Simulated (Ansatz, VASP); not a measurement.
**One calculation of SnO2, two programs**

```
Sn O
1.0
     4.61702    0.00000    0.00000
     0.00000    4.61726    0.00000
     0.00000    0.00000    3.10469
Sn O
2 4
Direct
  0.50000 0.50000 0.50000
  0.00000 0.00000 0.00000
  0.30586 0.30596 0.00000
  0.80586 0.19404 0.50000
  0.19414 0.80596 0.50000
  0.69414 0.69404 0.00000
```

Change from the starting cell: strain -0.030 along x and y, -0.030 along z, atoms carried along.

Alike in both runs: task single point; functional r2SCAN; k mesh 6 × 6 × 8; occupations gaussian, width 0.05 eV; no spin polarisation.

|  | VASP | Ansatz |
| --- | --- | --- |
| version | VASP 6.6.1 | Ansatz 0.2.0 |
| potentials or method | VASP PAW PBE potentials, release 64 (Sn_d, O), cutoff 520 eV | scalar-relativistic, plane waves, PAW |
| valence electrons in the cell | 52 | 52 |

Ansatz gave:

```
gap on the k mesh at the Fermi level (eV)                     : 2.92
least direct gap on the mesh (eV)                             : 2.92
pressure (GPa)                                                : 24.5
traceless stress, the component that is largest in VASP (GPa) : 4.45
rms of the force components (eV/Å)                            : 0.173
```

Problem. What did VASP give for the same quantities?

Solution. gap on the k mesh at the Fermi level (eV): 2.96; least direct gap on the mesh (eV): 2.96; pressure (GPa): 26.1; traceless stress, the component that is largest in VASP (GPa): 4.95; rms of the force components (eV/Å): 0.190.

VASP's potentials were made for PBE, not for r2SCAN. Atom by atom the forces differ by 0.018 eV/Å (rms over components).
